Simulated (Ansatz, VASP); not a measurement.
# As in VASP and in Ansatz

```
CELL_PARAMETERS angstrom
1.88080 1.08588 3.51406
-1.88080 1.08588 3.51406
0.00000 -2.17176 3.51406
ATOMIC_POSITIONS crystal
As 0.22600 0.22600 0.22600
As 0.77400 0.77400 0.77400
```

Alike in both runs: task relaxation of cell and atoms; functional revPBE; dispersion D3(BJ); k mesh 9 × 9 × 9; occupations fermi-dirac, width 0.05 eV; no spin polarisation.

|  | VASP | Ansatz |
| --- | --- | --- |
| version | VASP 6.6.1 | Ansatz 0.2.0 |
| potentials or method | VASP PAW PBE potentials, release 64 (As) | Ansatz PAW |
| plane-wave cutoff (eV) | 600 | 420 |
| valence electrons in the cell | 10 | 30 |

VASP gave:

- gap on the k mesh at the Fermi level, each at its own relaxed structure (eV): none
- relaxed volume (Å³/atom): 20.14
- relaxed cell length with the largest relative difference (Å): 3.937

Task: What did Ansatz give for the same quantities?

Result: gap on the k mesh at the Fermi level, each at its own relaxed structure (eV): none; relaxed volume (Å³/atom): 20.13; relaxed cell length with the largest relative difference (Å): 3.940.

VASP's potentials were made for PBE, not for revPBE. A gap of «none» marks a metal or a gap that the smearing closes. VASP's potentials hold 10 valence electrons a cell and Ansatz's 30, so a difference there can come from the potentials and not from the codes.

Noted on Ansatz's run: the plane-wave basis is chosen anew once the cell has moved, so the energies of steps on either side of that aren't comparable.
